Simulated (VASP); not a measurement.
# Nb (Im-3m) in VASP: notebook

Runs on Nb. Level: revPBE. Tasks: single point.

All numbers are computed with VASP 6.6.1; they aren't measurements. Logs are shortened: lines on timing, memory, paths and dates and some standing lists are left out, and cuts for length are marked.

## 1. The cell of the first run

It takes space group Im-3m (No. 229, cubic). Conventional cell: a = 3.407 Å, b = 3.407 Å, c = 3.407 Å, α = 90.00°, β = 90.00°, γ = 90.00°. Within 3.9 Å of Nb (site symmetry m-3m) lie 14 Nb at 2.95 to 3.41 Å.

## 2. Single point, revPBE, collinear spin (19.77 Å³/atom)

The input, INCAR:

```
SYSTEM = Nb
PREC = Accurate
ENCUT = 520
EDIFF = 1E-6
ISMEAR = -1
SIGMA = 0.05
LREAL = .False.
LASPH = .True.
NELM = 150
ALGO = Normal
ISIF = 2
LWAVE = .False.
LCHARG = .False.
ISPIN = 2
MAGMOM = 1
LORBIT = 11
LMAXMIX = 4
GGA = RE
NBANDS = 16
```

The input, KPOINTS:

```
Automatic mesh
0
Gamma
  22 22 22
  0 0 0
```

The input, POSCAR:

```
Nb
1.0
   -1.7034721094      1.7034721094      1.7034721094
    1.7034721094     -1.7034721094      1.7034721094
    1.7034721094      1.7034721094     -1.7034721094
Nb
1
Direct
    0.0000000000      0.0000000000      0.0000000000
```

Potentials or basis: VASP PAW PBE potentials, release 64 (Nb_sv).

Started as:

```sh
cat potpaw_PBE.64/Nb_sv/POTCAR > POTCAR
mpirun -np 1 vasp_std > vasp.out
```

OUTCAR:

```text
SYSTEM = Nb
   PREC = Accurate
   ENCUT = 520
   EDIFF = 1E-6
   ISMEAR = -1
   LREAL = .False.
   LASPH = .True.
   NELM = 150
   ISIF = 2
   ISPIN = 2
   LORBIT = 11
   GGA = RE

 ion  position               nearest neighbor table
   1  0.000  0.000  0.000-

  LATTYP: Found a body centered cubic cell.
 ALAT       =     3.4069442188

  Lattice vectors:

 A1 = (  -1.7034721094,   1.7034721094,   1.7034721094)
 A2 = (   1.7034721094,  -1.7034721094,   1.7034721094)
 A3 = (   1.7034721094,   1.7034721094,  -1.7034721094)

Analysis of symmetry for initial positions (statically):
=====================================================================
 Subroutine PRICEL returns:
 Original cell was already a primitive cell.

 Routine SETGRP: Setting up the symmetry group for a
 body centered cubic supercell.

 Subroutine GETGRP returns: Found 48 space group operations
 (whereof 48 operations were pure point group operations)
 out of a pool of 48 trial point group operations.

The static configuration has the point symmetry O_h .

Analysis of symmetry for dynamics (positions and initial velocities):
=====================================================================
 Subroutine PRICEL returns:
 Original cell was already a primitive cell.

 Routine SETGRP: Setting up the symmetry group for a
 body centered cubic supercell.

 Subroutine GETGRP returns: Found 48 space group operations
 (whereof 48 operations were pure point group operations)
 out of a pool of 48 trial point group operations.

The dynamic configuration has the point symmetry O_h .

Analysis of structural, dynamic, and magnetic symmetry:
=====================================================================
 Subroutine PRICEL returns:
 Original cell was already a primitive cell.

 Routine SETGRP: Setting up the symmetry group for a
 body centered cubic supercell.

 Subroutine GETGRP returns: Found 48 space group operations
 (whereof 48 operations were pure point group operations)
 out of a pool of 48 trial point group operations.

The overall configuration has the point symmetry O_h .

 Subroutine INISYM returns: Found 48 space group operations
 (whereof 48 operations are pure point group operations),
 and found     1 'primitive' translations

----------------------------------------------------------------------------------------

                                     Primitive cell

  volume of cell :      19.7727

  direct lattice vectors                    reciprocal lattice vectors
    -1.703472109  1.703472109  1.703472109     0.000000000  0.293518160  0.293518160
     1.703472109 -1.703472109  1.703472109     0.293518160  0.000000000  0.293518160
     1.703472109  1.703472109 -1.703472109     0.293518160  0.293518160  0.000000000

  length of vectors
     2.950500243  2.950500243  2.950500243     0.415097363  0.415097363  0.415097363

  position of ions in fractional coordinates (direct lattice)
     0.000000000  0.000000000  0.000000000

  ion indices of the primitive-cell ions
   primitive index   ion index
                 1           1

----------------------------------------------------------------------------------------

 KPOINTS: Automatic mesh

Automatic generation of k-mesh.
 Grid dimensions read from file:
 generate k-points for:   22   22   22

 Generating k-lattice:

  Cartesian coordinates                     Fractional coordinates (reciprocal lattice)
     0.000000000  0.013341735  0.013341735     0.045454545  0.000000000  0.000000000
     0.013341735  0.000000000  0.013341735     0.000000000  0.045454545  0.000000000
     0.013341735  0.013341735  0.000000000     0.000000000  0.000000000  0.045454545

  Length of vectors
     0.018868062  0.018868062  0.018868062

  Shift w.r.t. Gamma in fractional coordinates (k-lattice)
     0.000000000  0.000000000  0.000000000

 Subroutine IBZKPT returns following result:
 ===========================================

 Found    328 irreducible k-points:

 Following reciprocal coordinates:
            Coordinates               Weight
  0.000000  0.000000  0.000000      1.000000
  0.045455  0.000000  0.000000     12.000000
  0.090909  0.000000  0.000000     12.000000
  0.136364  0.000000  0.000000     12.000000
  0.181818  0.000000  0.000000     12.000000
  0.227273  0.000000  0.000000     12.000000
[... 16 lines left out ...]
  0.090909  0.090909  0.000000     24.000000
  0.136364  0.090909  0.000000     48.000000
 [... further k-points ...]
   k-points           NKPTS =    328   k-points in BZ     NKDIM =    328   number of bands    NBANDS=     16
   number of dos      NEDOS =    301   number of ions     NIONS =      1
   total plane-waves  NPLWV =  13824
   dimension x,y,z NGX =    24 NGY =   24 NGZ =   24
   dimension x,y,z NGXF=    48 NGYF=   48 NGZF=   48
   ions per type =               1
   NGX,Y,Z   is equivalent  to a cutoff of  13.52, 13.52, 13.52 a.u.
   NGXF,Y,Z  is equivalent  to a cutoff of  27.05, 27.05, 27.05 a.u.
 SYSTEM =  Nb
   PREC   = accura    normal or accurate (medium, high low for compatibility)
   ISTART =      0    job   : 0-new  1-cont  2-samecut
   ICHARG =      2    charge: 1-file 2-atom 10-const
   ISPIN  =      2    spin polarized calculation?
   LNONCOLLINEAR =      F non collinear calculations
   LSORBIT =      F    spin-orbit coupling
   LASPH  =      T    aspherical Exc in radial PAW
   ENCUT  =  520.0 eV  38.22 Ry    6.18 a.u.   5.49  5.49  5.49*2*pi/ulx,y,z
   NELM   =    150;   NELMIN=  2; NELMDL= -5     # of ELM steps
   EDIFF  = 0.1E-05   stopping-criterion for ELM
   LREAL  =      F    real-space projection
   EDIFFG = 0.1E-04   stopping-criterion for IOM
   NSW    =      0    number of steps for IOM
   IBRION =     -1    ionic relax: 0-MD 1-quasi-New 2-CG
   NFREE  =      0    steps in history (QN), initial steepest desc. (CG)
   ISIF   =      2    stress and relaxation
   ISYM   =      2    0-nonsym 1-usesym 2-fastsym
   POTIM  = 0.5000    time-step for ionic-motion
   TEBEG  =    0.0;   TEEND  =   0.0 temperature during run
   PSTRESS=    0.0 pullay stress
   NELECT =      13.0000    total number of electrons
   NUPDOWN=      -1.0000    fix difference up-down
   EMIN   =  10.00;   EMAX   =-10.00  energy-range for DOS
   EFERMI =   0.00;   METHOD = LEGACY
   ISMEAR =    -1;   SIGMA  =   0.05  broadening in eV -4-tet -1-fermi 0-gaus
   EFERMI_NEDOS =   21; number of points for ismear=-14 and -15
   IALGO  =     38    algorithm
   IMIX   =      4    mixing-type and parameters
     AMIX     =   0.40;   BMIX     =  1.00
     AMIX_MAG =   1.60;   BMIX_MAG =  1.00
  volume/ion in A,a.u.               =      19.77       133.43
  Fermi-wavevector in a.u.,A,eV,Ry     =   1.423533  2.690088 27.571481  2.026447
  Thomas-Fermi vector in A             =   2.544121
   LORBIT       =     11    0 simple, 1 ext, 2 COOP (PROOUT), +10 PAW based schemes
   GGA     = RE    functional components
   LHFCALC =     F    Hartree Fock is set to
   AEXX    =    0.0000 exact exchange contribution
   IVDW    =     0    specifies the selected vdW correction
   LEPSILON=     F    determine dielectric tensor
   LRPA    =     F    only Hartree local field effects (RPA)
 spin polarized calculation
  energy-cutoff  :      520.00
  volume of cell :       19.77
 maximum number of plane-waves:       555
 NGX is ok and might be reduce to    24
   NGX = 11   NGY = 11   NGZ = 11

 number of electron      13.0000001 magnetization      -0.0004101

 number of electron      13.0000001 magnetization       0.0006918

 Free energy of the ion-electron system (eV)
  ---------------------------------------------------
  ext. energy  EPLUGINS =         0.00000000
  ---------------------------------------------------
  free energy    TOTEN  =        -9.76326326 eV

  energy without entropy =       -9.74925516  energy(sigma->0) =       -9.75625921

 E-fermi :   9.9827     XC(G=0): -11.9758

 val. band max:        9.9816947946   @ k =  -0.4091   0.5000   0.1818
 cond. band min:       9.9829217903   @ k =   0.3182   0.1818   0.0000
 fundamental gap:      0.0012269957
 Fermi energy:         9.9827103475

 spin component 1

 k-point     1 :       0.0000    0.0000    0.0000
  band No.  band energies     occupation
      1     -44.5429      1.00000
      2     -20.0130      1.00000
      3     -20.0130      1.00000
      4     -20.0130      1.00000
      5       4.2387      1.00000
      6      10.3671      0.00046
[... 8 lines left out ...]
     15      33.5939      0.00000
     16      36.1215      0.00000
[... 419 lines left out ...]
 k-point    24 :       0.1364    0.0909    0.0000
  band No.  band energies     occupation
      1     -44.4866      1.00000
      2     -20.3646      1.00000
      3     -20.1054      1.00000
      4     -20.0403      1.00000
      5       5.5483      1.00000
      6       9.7464      0.99123
[... 8 lines left out ...]
     15      31.4425      0.00000
     16      32.8994      0.00000

 [... further k-points ...]

 spin component 2

 k-point     1 :       0.0000    0.0000    0.0000
  band No.  band energies     occupation
      1     -44.5426      1.00000
      2     -20.0127      1.00000
      3     -20.0127      1.00000
      4     -20.0127      1.00000
      5       4.2390      1.00000
      6      10.3677      0.00045
[... 8 lines left out ...]
     15      33.5941      0.00000
     16      36.1218      0.00000
[... 419 lines left out ...]
 k-point    24 :       0.1364    0.0909    0.0000
  band No.  band energies     occupation
      1     -44.4864      1.00000
      2     -20.3643      1.00000
      3     -20.1051      1.00000
      4     -20.0400      1.00000
      5       5.5487      1.00000
      6       9.7469      0.99113
[... 8 lines left out ...]
     15      31.4429      0.00000
     16      32.8998      0.00000

 [... further k-points ...]

------------------------ aborting loop because EDIFF is reached ----------------------------------------

  FORCE on cell =-STRESS in cart. coord.  units (eV):
  Direction    XX          YY          ZZ          XY          YZ          ZX
  --------------------------------------------------------------------------------------
  -------------------------------------------------------------------------------------
  Total       -1.3434505     -1.3434505     -1.3434505      0.0000000      0.0000000      0.0000000
  in kB     -108.8597105   -108.8597105   -108.8597105      0.0000000      0.0000000      0.0000000
  external PRESSURE =    -108.8597105 kB  Pullay stress =       0.0000000 kB

 VOLUME and BASIS-vectors are now :
 -----------------------------------------------------------------------------
  energy-cutoff  :      520.00
  volume of cell :       19.77
      direct lattice vectors                 reciprocal lattice vectors
    -1.703472109  1.703472109  1.703472109     0.000000000  0.293518160  0.293518160
     1.703472109 -1.703472109  1.703472109     0.293518160  0.000000000  0.293518160
     1.703472109  1.703472109 -1.703472109     0.293518160  0.293518160  0.000000000

 POSITION                                       TOTAL-FORCE (eV/Angst)
 -----------------------------------------------------------------------------------
      0.00000      0.00000      0.00000         0.000000     -0.000000      0.000000
 -----------------------------------------------------------------------------------
    total drift:                                0.000000      0.000000     -0.000000

  FREE ENERGIE OF THE ION-ELECTRON SYSTEM (eV)
  ---------------------------------------------------
  free  energy   TOTEN  =        -9.7632632649 eV

  energy  without entropy=       -9.7492551592  energy(sigma->0) =       -9.75625921

 total charge

# of ion       s       p       d       tot
------------------------------------------
    1        2.206   5.989   2.400  10.595

 magnetization (x)

# of ion       s       p       d       tot
------------------------------------------
    1       -0.000   0.000   0.000   0.000
```

It took 2.7 min on 1 thread of Intel Xeon Platinum 8259CL at 2.50GHz (Skylake/Cascade Lake), shared host; peak memory 0.26 GiB.

What came out:

- Free energy: -9.7633 eV
- Pressure: -10.9 GPa
- Net moment: 0.00 μB per cell
- Valence electrons inside the program's atomic spheres: Nb 10.60

Levels at points of the mesh, in eV from the Fermi level:
Spin up:
```csv
k point,band 5,band 6,band 7,band 8,band 9,band 10
"(0.00, 0.00, 0.00)",-5.74,0.38,0.38,0.38,3.00,3.00
"(0.50, 0.00, 0.00)",-3.35,-1.40,1.87,2.98,3.58,5.63
"(0.50, 0.50, 0.50)",-3.21,-3.21,4.98,4.98,4.98,8.32
```
Spin down:
| k point | band 4 | band 5 | band 6 | band 7 | band 8 | band 9 | band 10 | band 11 |
| --- | --- | --- | --- | --- | --- | --- | --- | --- |
| (0.00, 0.00, 0.00) | -30.00 | -5.74 | 0.38 | 0.38 | 0.38 | 3.00 | 3.00 | 13.94 |
| (0.50, 0.00, 0.00) | -30.00 | -3.35 | -1.40 | 1.87 | 2.98 | 3.58 | 5.63 | 10.67 |
| (0.50, 0.50, 0.50) | -30.69 | -3.21 | -3.21 | 4.98 | 4.98 | 4.98 | 8.32 | 8.32 |

Caveat: the cell stands under tension; the PAW data sets were made with another functional, which shifts forces and pressure a little.

## 3. Single point, revPBE, collinear spin (20.50 Å³/atom)

This run uses another cell than the first one, of 20.50 Å³/atom.

The input, INCAR:

```
SYSTEM = Nb
ALGO = Normal
EDIFF = 1E-7
ENCUT = 520
GGA = RE
ISIF = 2
ISMEAR = -1
ISPIN = 2
LASPH = .TRUE.
LCHARG = .TRUE.
LELF = .TRUE.
LMAXMIX = 4
LORBIT = 11
LREAL = .FALSE.
LVHAR = .TRUE.
LWAVE = .FALSE.
MAGMOM = 1
NBANDS = 16
NELM = 150
PREC = Accurate
SIGMA = 0.05
```

The input, KPOINTS:

```
k-points
0
G
  22 22 22
  0 0 0
```

The input, POSCAR:

```
Nb
1.0
   -1.7242482071      1.7242482071      1.7242482071
    1.7242482071     -1.7242482071      1.7242482071
    1.7242482071      1.7242482071     -1.7242482071
Nb
1
Direct
    0.0000000000      0.0000000000      0.0000000000
```

Potentials or basis: VASP PAW PBE potentials, release 64 (Nb_sv).

Started as:

```sh
cat potpaw_PBE.64/Nb_sv/POTCAR > POTCAR
mpirun -np 1 vasp_std > vasp.out
```

It took 3.7 min on 1 thread of Intel Xeon Platinum 8259CL at 2.50GHz (Skylake/Cascade Lake), shared host; peak memory 0.27 GiB.

The run converged. Its results:

```yaml
Free_energy: -9.7042 eV
Pressure: -15.0 GPa
Net_moment: 0.00 μB per cell
Valence_electrons_inside_the_program's_atomic_spheres: Nb 10.55
```

Levels at points of the mesh, in eV from the Fermi level:
Spin up:
| k point | band 4 | band 5 | band 6 | band 7 | band 8 | band 9 |
| --- | --- | --- | --- | --- | --- | --- |
| (0.00, 0.00, 0.00) | -30.12 | -5.66 | 0.38 | 0.38 | 0.38 | 2.88 |
| (0.50, 0.00, 0.00) | -30.12 | -3.22 | -1.32 | 1.73 | 2.85 | 3.43 |
| (0.50, 0.50, 0.50) | -30.74 | -3.04 | -3.04 | 4.74 | 4.74 | 4.74 |
Spin down:
```tsv
k point	band 4	band 5	band 6	band 7	band 8	band 9
(0.00, 0.00, 0.00)	-30.12	-5.66	0.38	0.38	0.38	2.88
(0.50, 0.00, 0.00)	-30.12	-3.22	-1.32	1.73	2.85	3.43
(0.50, 0.50, 0.50)	-30.74	-3.04	-3.04	4.74	4.74	4.74
```

Caveat: the cell stands under tension; the PAW data sets were made with another functional, which shifts forces and pressure a little.
